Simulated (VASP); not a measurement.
# Ag (Fm-3m) in VASP: further runs

Ag is run at these levels: LDA; tasks: single point.

Everything below comes from runs of VASP 6.6.1. Logs are shortened: lines on timing, memory, paths and dates and some standing lists are left out, and cuts for length are marked.

### Step 1. The cell of the first run

It takes space group Fm-3m (No. 225, cubic). The conventional cell has a = 3.279 Å, b = 3.279 Å, c = 3.279 Å, α = 90.00°, β = 90.00°, γ = 90.00°. Within 3.1 Å of Ag (site symmetry m-3m) lie 12 Ag at 2.32 Å.

### Step 2. Single point, LDA (8.81 Å³/atom)

File POSCAR:

```
Ag
1.0
    0.0000000000      1.6394252282      1.6394252282
    1.6394252282      0.0000000000      1.6394252282
    1.6394252282      1.6394252282      0.0000000000
Ag
1
Direct
    0.0000000000      0.0000000000      0.0000000000
```

File INCAR.step1:

```
PREC = Accurate ; ENCUT = 520
EDIFF = 1E-6 ; ISMEAR = -1
SIGMA = 0.08 ; LREAL = F
LASPH = T ; NELM = 60
ALGO = Normal ; ISIF = 2
LWAVE = F ; LCHARG = T
LMAXMIX = 4 ; GGA = CA
NBANDS = 12
```

File KPOINTS.step1:

```
Automatic mesh
0
Gamma
  18 18 18
```

File INCAR.step2:

```
PREC = Accurate ; ENCUT = 520
EDIFF = 1E-6 ; ISMEAR = -5
SIGMA = 0.08 ; LREAL = F
LASPH = T ; NELM = 60
ALGO = Normal ; ISIF = 2
LWAVE = F ; LCHARG = F
LMAXMIX = 4 ; GGA = CA
LORBIT = 11 ; NEDOS = 2001
ICHARG = 11
```

File KPOINTS.step2:

```
Automatic mesh
0
Gamma
  27 27 27
```

Potentials or basis: VASP PAW LDA potentials, release 64 (Ag).

Launch:

```bash
> cat potpaw_LDA.64/Ag/POTCAR > POTCAR
> cp INCAR.step1 INCAR
> cp KPOINTS.step1 KPOINTS
> mpirun -np 1 vasp_std > vasp.out
> cp INCAR.step2 INCAR
> cp KPOINTS.step2 KPOINTS
> mpirun -np 1 vasp_std > vasp.out
```

OUTCAR:

```text
PREC = Accurate
   ENCUT = 520
   EDIFF = 1E-6
   ISMEAR = -5
   LREAL = F
   LASPH = T
   NELM = 60
   ISIF = 2
   GGA = CA
   LORBIT = 11
   ICHARG = 11

 ion  position               nearest neighbor table
   1  0.000  0.000  0.000-

  LATTYP: Found a face centered cubic cell.
 ALAT       =     3.2788504564

  Lattice vectors:

 A1 = (   0.0000000000,   1.6394252282,   1.6394252282)
 A2 = (   1.6394252282,   0.0000000000,   1.6394252282)
 A3 = (   1.6394252282,   1.6394252282,   0.0000000000)

Analysis of symmetry for initial positions (statically):
=====================================================================
 Subroutine PRICEL returns:
 Original cell was already a primitive cell.

 Routine SETGRP: Setting up the symmetry group for a
 face centered cubic supercell.

 Subroutine GETGRP returns: Found 48 space group operations
 (whereof 48 operations were pure point group operations)
 out of a pool of 48 trial point group operations.

The static configuration has the point symmetry O_h .

Analysis of symmetry for dynamics (positions and initial velocities):
=====================================================================
 Subroutine PRICEL returns:
 Original cell was already a primitive cell.

 Routine SETGRP: Setting up the symmetry group for a
 face centered cubic supercell.

 Subroutine GETGRP returns: Found 48 space group operations
 (whereof 48 operations were pure point group operations)
 out of a pool of 48 trial point group operations.

The dynamic configuration has the point symmetry O_h .

 Subroutine INISYM returns: Found 48 space group operations
 (whereof 48 operations are pure point group operations),
 and found     1 'primitive' translations

----------------------------------------------------------------------------------------

                                     Primitive cell

  volume of cell :       8.8126

  direct lattice vectors                    reciprocal lattice vectors
     0.000000000  1.639425228  1.639425228    -0.304984937  0.304984937  0.304984937
     1.639425228  0.000000000  1.639425228     0.304984937 -0.304984937  0.304984937
     1.639425228  1.639425228  0.000000000     0.304984937  0.304984937 -0.304984937

  length of vectors
     2.318497392  2.318497392  2.318497392     0.528249406  0.528249406  0.528249406

  position of ions in fractional coordinates (direct lattice)
     0.000000000  0.000000000  0.000000000

  ion indices of the primitive-cell ions
   primitive index   ion index
                 1           1

----------------------------------------------------------------------------------------

 KPOINTS: Automatic mesh

Automatic generation of k-mesh.
 Grid dimensions read from file:
 generate k-points for:   27   27   27

 Generating k-lattice:

  Cartesian coordinates                     Fractional coordinates (reciprocal lattice)
    -0.011295738  0.011295738  0.011295738     0.037037037  0.000000000  0.000000000
     0.011295738 -0.011295738  0.011295738     0.000000000  0.037037037  0.000000000
     0.011295738  0.011295738 -0.011295738     0.000000000  0.000000000  0.037037037

  Length of vectors
     0.019564793  0.019564793  0.019564793

  Shift w.r.t. Gamma in fractional coordinates (k-lattice)
     0.000000000  0.000000000  0.000000000

 TETIRR: Found   2653 inequivalent tetrahedra from   118098

 Subroutine IBZKPT returns following result:
 ===========================================

 Found    560 irreducible k-points:

 Following reciprocal coordinates:
            Coordinates               Weight
  0.000000  0.000000  0.000000      1.000000
  0.037037  0.000000  0.000000      8.000000
  0.074074  0.000000  0.000000      8.000000
  0.111111  0.000000  0.000000      8.000000
  0.148148  0.000000  0.000000      8.000000
  0.185185  0.000000  0.000000      8.000000
[... 16 lines left out ...]
  0.333333  0.037037  0.000000     24.000000
  0.370370  0.037037  0.000000     24.000000
 [... further k-points ...]
   k-points           NKPTS =    560   k-points in BZ     NKDIM =    560   number of bands    NBANDS=      9
   number of dos      NEDOS =   2001   number of ions     NIONS =      1
   total plane-waves  NPLWV =   5832
   dimension x,y,z NGX =    18 NGY =   18 NGZ =   18
   dimension x,y,z NGXF=    36 NGYF=   36 NGZF=   36
   ions per type =               1
   NGX,Y,Z   is equivalent  to a cutoff of  12.91, 12.91, 12.91 a.u.
   NGXF,Y,Z  is equivalent  to a cutoff of  25.81, 25.81, 25.81 a.u.
 SYSTEM =  unknown system
   PREC   = accura    normal or accurate (medium, high low for compatibility)
   ISTART =      0    job   : 0-new  1-cont  2-samecut
   ICHARG =     11    charge: 1-file 2-atom 10-const
   ISPIN  =      1    spin polarized calculation?
   LNONCOLLINEAR =      F non collinear calculations
   LSORBIT =      F    spin-orbit coupling
   LASPH  =      T    aspherical Exc in radial PAW
   ENCUT  =  520.0 eV  38.22 Ry    6.18 a.u.   4.31  4.31  4.31*2*pi/ulx,y,z
   NELM   =     60;   NELMIN=  2; NELMDL=  0     # of ELM steps
   EDIFF  = 0.1E-05   stopping-criterion for ELM
   LREAL  =      F    real-space projection
   EDIFFG = 0.1E-04   stopping-criterion for IOM
   NSW    =      0    number of steps for IOM
   IBRION =     -1    ionic relax: 0-MD 1-quasi-New 2-CG
   NFREE  =      0    steps in history (QN), initial steepest desc. (CG)
   ISIF   =      2    stress and relaxation
   ISYM   =      2    0-nonsym 1-usesym 2-fastsym
   POTIM  = 0.5000    time-step for ionic-motion
   TEBEG  =    0.0;   TEEND  =   0.0 temperature during run
   PSTRESS=    0.0 pullay stress
   NELECT =      11.0000    total number of electrons
   NUPDOWN=      -1.0000    fix difference up-down
   EMIN   =  10.00;   EMAX   =-10.00  energy-range for DOS
   EFERMI =   0.00;   METHOD = LEGACY
   ISMEAR =    -5;   SIGMA  =   0.08  broadening in eV -4-tet -1-fermi 0-gaus
   EFERMI_NEDOS =   21; number of points for ismear=-14 and -15
   IALGO  =     38    algorithm
   IMIX   =      4    mixing-type and parameters
     AMIX     =   0.40;   BMIX     =  1.00
     AMIX_MAG =   1.60;   BMIX_MAG =  1.00
  volume/ion in A,a.u.               =       8.81        59.47
  Fermi-wavevector in a.u.,A,eV,Ry     =   1.762669  3.330962 42.273331  3.107002
  Thomas-Fermi vector in A             =   2.830996
   LORBIT       =     11    0 simple, 1 ext, 2 COOP (PROOUT), +10 PAW based schemes
   GGA     = CA    functional components
   LHFCALC =     F    Hartree Fock is set to
   AEXX    =    0.0000 exact exchange contribution
   IVDW    =     0    specifies the selected vdW correction
   LEPSILON=     F    determine dielectric tensor
   LRPA    =     F    only Hartree local field effects (RPA)
 non-spin polarized calculation
 Fermi weights with tetrahedron method with Bloechl corrections
  energy-cutoff  :      520.00
  volume of cell :        8.81
 maximum number of plane-waves:       259
 NGX is ok and might be reduce to    18

 number of electron      11.0000001 magnetization

 Free energy of the ion-electron system (eV)
  ---------------------------------------------------
  ext. energy  EPLUGINS =         0.00000000
  ---------------------------------------------------
  free energy    TOTEN  =         1.34944082 eV

  energy without entropy =        1.34944082  energy(sigma->0) =        1.34944082

 E-fermi :  22.9005     XC(G=0): -16.8775

 val. band max:       22.8820322619   @ k =   0.4815   0.2222   0.0370
 cond. band min:      22.9030311127   @ k =   0.4815   0.4074   0.0741
 fundamental gap:      0.0209988508
 Fermi energy:        22.9005411771

 k-point     1 :       0.0000    0.0000    0.0000
  band No.  band energies     occupation
      1       7.8488      2.00000
      2      12.9620      2.00000
      3      12.9620      2.00000
      4      12.9620      2.00000
      5      16.1977      2.00000
      6      16.1977      2.00000
      7      36.7616      0.00000
      8      44.6348      0.00000
      9      44.6348      0.00000

 k-point     2 :       0.0370    0.0000    0.0000
  band No.  band energies     occupation
      1       7.9281      2.00000
      2      12.9231      2.00000
      3      12.9959      2.00000
      4      12.9959      2.00000
      5      16.1759      2.00000
      6      16.1759      2.00000
      7      36.8961      0.00000
      8      44.2203      0.00000
      9      44.7654      0.00000

 k-point     3 :       0.0741    0.0000    0.0000
  band No.  band energies     occupation
      1       8.1591      2.00000
      2      12.8178      2.00000
      3      13.0920      2.00000
      4      13.0920      2.00000
      5      16.1179      2.00000
      6      16.1179      2.00000
      7      37.2851      0.00000
      8      43.2206      0.00000
      9      45.1526      0.00000

 k-point     4 :       0.1111    0.0000    0.0000
  band No.  band energies     occupation
      1       8.5177      2.00000
      2      12.6808      2.00000
      3      13.2327      2.00000
      4      13.2327      2.00000
      5      16.0469      2.00000
      6      16.0469      2.00000
      7      37.8821      0.00000
      8      41.9945      0.00000
      9      45.7830      0.00000

 k-point     5 :       0.1481    0.0000    0.0000
  band No.  band energies     occupation
      1       8.9517      2.00000
      2      12.5791      2.00000
      3      13.3846      2.00000
      4      13.3846      2.00000
      5      16.0033      2.00000
      6      16.0033      2.00000
      7      38.5904      0.00000
      8      40.7487      0.00000
      9      46.6354      0.00000

 k-point     6 :       0.1852    0.0000    0.0000
  band No.  band energies     occupation
      1       9.3611      2.00000
      2      12.6255      2.00000
      3      13.5000      2.00000
      4      13.5000      2.00000
      5      16.0409      2.00000
      6      16.0409      2.00000
      7      39.0261      0.00000
      8      39.8169      0.00000
      9      47.6817      0.00000
[... 169 lines left out ...]
 k-point    21 :       0.2593    0.0370    0.0000
  band No.  band energies     occupation
      1       9.7208      2.00000
      2      13.1645      2.00000
      3      13.5574      2.00000
      4      13.5767      2.00000
      5      16.2072      2.00000
      6      16.6961      2.00000
      7      37.5264      0.00000
      8      40.2447      0.00000
      9      48.9340      0.00000

 k-point    22 :       0.2963    0.0370    0.0000
  band No.  band energies     occupation
      1       9.6421      2.00000
      2      13.3447      2.00000
      3      13.4808      2.00000
      4      14.0626      2.00000
      5      16.6767      2.00000
      6      17.0667      2.00000
      7      36.4639      0.00000
      8      39.9584      0.00000
      9      49.5756      0.00000

 k-point    23 :       0.3333    0.0370    0.0000
  band No.  band energies     occupation
      1       9.4779      2.00000
      2      13.1999      2.00000
      3      13.3443      2.00000
      4      15.0095      2.00000
      5      17.2669      2.00000
      6      17.4876      2.00000
      7      35.4172      0.00000
      8      39.2119      0.00000
      9      48.8483      0.00000

 k-point    24 :       0.3704    0.0370    0.0000
  band No.  band energies     occupation
      1       9.2954      2.00000
      2      13.0442      2.00000
      3      13.1973      2.00000
      4      15.9784      2.00000
      5      17.9057      2.00000
      6      17.9578      2.00000
      7      34.3564      0.00000
      8      38.2907      0.00000
      9      47.6874      0.00000

 [... further k-points ...]

------------------------ aborting loop because EDIFF is reached ----------------------------------------

  FORCE on cell =-STRESS in cart. coord.  units (eV):
  Direction    XX          YY          ZZ          XY          YZ          ZX
  --------------------------------------------------------------------------------------
  -------------------------------------------------------------------------------------
  Total       23.3032432     23.3032432     23.3032432      0.0000000      0.0000000     -0.0000000
  in kB     4236.6453597   4236.6453597   4236.6453597      0.0000000      0.0000000     -0.0000000
  external PRESSURE =    4236.6453597 kB  Pullay stress =       0.0000000 kB

 VOLUME and BASIS-vectors are now :
 -----------------------------------------------------------------------------
  energy-cutoff  :      520.00
  volume of cell :        8.81
      direct lattice vectors                 reciprocal lattice vectors
     0.000000000  1.639425228  1.639425228    -0.304984937  0.304984937  0.304984937
     1.639425228  0.000000000  1.639425228     0.304984937 -0.304984937  0.304984937
     1.639425228  1.639425228  0.000000000     0.304984937  0.304984937 -0.304984937

 POSITION                                       TOTAL-FORCE (eV/Angst)
 -----------------------------------------------------------------------------------
      0.00000      0.00000      0.00000         0.000000      0.000000      0.000000
 -----------------------------------------------------------------------------------
    total drift:                               -0.000000     -0.000000     -0.000000

  FREE ENERGIE OF THE ION-ELECTRON SYSTEM (eV)
  ---------------------------------------------------
  free  energy   TOTEN  =         1.3494408164 eV

  energy  without entropy=        1.3494408164  energy(sigma->0) =        1.34944082

 total charge

# of ion       s       p       d       tot
------------------------------------------
    1        0.795   1.136   9.636  11.568
```

Wall time 59 s (1 thread of Intel Xeon 8259CL, shared host); peak memory 0.16 GiB.

Levels at points of the mesh, in eV from the Fermi level:
| k point | band 3 | band 4 | band 5 | band 6 | band 7 | band 8 | band 9 |
| --- | --- | --- | --- | --- | --- | --- | --- |
| (0.00, 0.00, 0.00) | -9.94 | -9.94 | -6.70 | -6.70 | 13.86 | 21.73 | 21.73 |

Caveat: tetrahedron occupations give inexact forces and stress in metals.

### Step 3. Single point, LDA (14.10 Å³/atom)

This run uses another cell than the first one, of 14.10 Å³/atom.

File POSCAR:

```
Ag
1.0
    0.0000000000      1.9174833791      1.9174833791
    1.9174833791      0.0000000000      1.9174833791
    1.9174833791      1.9174833791      0.0000000000
Ag
1
Direct
    0.0000000000      0.0000000000      0.0000000000
```

File INCAR.step1:

```
SYSTEM = Ag
PREC = Accurate ; ENCUT = 520
EDIFF = 1E-6 ; ISMEAR = -1
SIGMA = 0.08 ; LREAL = .False.
LASPH = .True. ; NELM = 100
ALGO = Normal ; ISIF = 2
LWAVE = .False. ; LCHARG = .True.
LMAXMIX = 4 ; NBANDS = 12
```

File KPOINTS.step1:

```
regular mesh
0
Gamma
  18 18 18
  0 0 0
```

File INCAR.step2:

```
SYSTEM = Ag
PREC = Accurate ; ENCUT = 520
EDIFF = 1E-6 ; ISMEAR = -5
SIGMA = 0.08 ; LREAL = .False.
LASPH = .True. ; NELM = 100
ALGO = Normal ; ISIF = 2
LWAVE = .False. ; LCHARG = .False.
LMAXMIX = 4 ; LORBIT = 10
NEDOS = 2001 ; ICHARG = 11
```

File KPOINTS.step2:

```
regular mesh
0
Gamma
  27 27 27
  0 0 0
```

Potentials or basis: VASP PAW LDA potentials, release 64 (Ag).

Launch:

```bash
> cat potpaw_LDA.64/Ag/POTCAR > POTCAR
> cp INCAR.step1 INCAR
> cp KPOINTS.step1 KPOINTS
> mpirun -np 1 vasp_std > vasp.out
> cp INCAR.step2 INCAR
> cp KPOINTS.step2 KPOINTS
> mpirun -np 1 vasp_std > vasp.out
```

Run time: 78 s. Hardware: 1 thread of Intel Xeon 8259CL, shared host; peak memory 0.19 GiB.

The run converged. Its results:

```yaml
Valence_electrons_inside_the_program's_atomic_spheres: Ag 10.13
```

Levels at points of the mesh, in eV from the Fermi level:
```tsv
k point	band 3	band 4	band 5	band 6	band 7	band 8	band 9
(0.00, 0.00, 0.00)	-5.69	-5.69	-4.22	-4.22	16.15	20.81	20.81
```

Caveat: tetrahedron occupations give inexact forces and stress in metals.

### Step 4. Single point, LDA (14.10 Å³/atom)

This run uses another cell than the first one, of 14.10 Å³/atom.

POSCAR is that of step 3.

File INCAR.step1:

```
PREC = Accurate ; ENCUT = 520
EDIFF = 1E-6 ; ISMEAR = -1
SIGMA = 0.08 ; LREAL = F
LASPH = T ; NELM = 60
ALGO = Normal ; ISIF = 2
LWAVE = F ; LCHARG = T
LMAXMIX = 4 ; NBANDS = 12
```

File KPOINTS.step1:

```
regular mesh
0
Gamma
  18 18 18
```

File INCAR.step2:

```
PREC = Accurate ; ENCUT = 520
EDIFF = 1E-6 ; ISMEAR = -5
SIGMA = 0.08 ; LREAL = F
LASPH = T ; NELM = 60
ALGO = Normal ; ISIF = 2
LWAVE = F ; LCHARG = F
LMAXMIX = 4 ; LORBIT = 11
NBANDS = 12 ; NEDOS = 1001
ICHARG = 11
```

File KPOINTS.step2:

```
regular mesh
0
Gamma
  27 27 27
```

Launch:

```bash
> cat potpaw_LDA.64/Ag/POTCAR > POTCAR
> cp INCAR.step1 INCAR
> cp KPOINTS.step1 KPOINTS
> mpirun -np 1 vasp_std > vasp.out
> cp INCAR.step2 INCAR
> cp KPOINTS.step2 KPOINTS
> mpirun -np 1 vasp_std > vasp.out
```

Run time: 87 s. Hardware: 1 thread of Intel Xeon 8259CL, shared host; peak memory 0.2 GiB.

The run converged. Its results:

| Quantity | Value |
| --- | --- |
| Valence electrons inside the program's atomic spheres | Ag 10.13 |

Levels at points of the mesh, in eV from the Fermi level:
| k point | band 2 | band 3 | band 4 | band 5 | band 6 | band 7 | band 8 | band 9 | band 10 | band 11 |
| --- | --- | --- | --- | --- | --- | --- | --- | --- | --- | --- |
| (0.00, 0.00, 0.00) | -5.69 | -5.69 | -5.69 | -4.22 | -4.22 | 16.15 | 20.81 | 20.81 | 20.81 | 26.37 |

Caveat: tetrahedron occupations give inexact forces and stress in metals.

### Step 5. Single point, LDA

This run uses another cell than the first one, of 16.02 Å³/atom.

File POSCAR:

```
Ag
1.0
    0.0000000000      2.0009552870      2.0009552870
    2.0009552870      0.0000000000      2.0009552870
    2.0009552870      2.0009552870      0.0000000000
Ag
1
Direct
    0.0000000000      0.0000000000      0.0000000000
```

File INCAR.step1:

```
ALGO = Normal
EDIFF = 1E-7
ENCUT = 520
GGA = CA
ISIF = 2
ISMEAR = -1
LASPH = T
LCHARG = T
LMAXMIX = 4
LREAL = F
LWAVE = F
NBANDS = 12
NELM = 80
PREC = Accurate
SIGMA = 0.08
```

File KPOINTS.step1:

```
k-points
0
Gamma
  18 18 18
```

File INCAR.step2:

```
ALGO = Normal
EDIFF = 1E-7
ENCUT = 520
GGA = CA
ICHARG = 11
ISIF = 2
ISMEAR = -5
LASPH = T
LCHARG = F
LMAXMIX = 4
LORBIT = 11
LREAL = F
LWAVE = F
NBANDS = 12
NEDOS = 1001
NELM = 80
PREC = Accurate
SIGMA = 0.08
```

File KPOINTS.step2:

```
k-points
0
Gamma
  27 27 27
```

Launch:

```bash
> cat potpaw_LDA.64/Ag/POTCAR > POTCAR
> cp INCAR.step1 INCAR
> cp KPOINTS.step1 KPOINTS
> mpirun -np 1 vasp_std > vasp.out
> cp INCAR.step2 INCAR
> cp KPOINTS.step2 KPOINTS
> mpirun -np 1 vasp_std > vasp.out
```

Wall time 2 min (1 thread of Intel Xeon 8259CL, shared host); peak memory 0.22 GiB.

Results (log left out):

- Valence electrons inside the program's atomic spheres: Ag 9.94

Levels at points of the mesh, in eV from the Fermi level:
```
           k point  band 2  band 3  band 4  band 5  band 6  band 7  band 8  band 9  band 10  band 11
(0.00, 0.00, 0.00)   -5.06   -5.06   -5.06   -3.88   -3.88   16.09   19.97   19.97    19.97    25.14
```

Caveat: tetrahedron occupations give inexact forces and stress in metals.
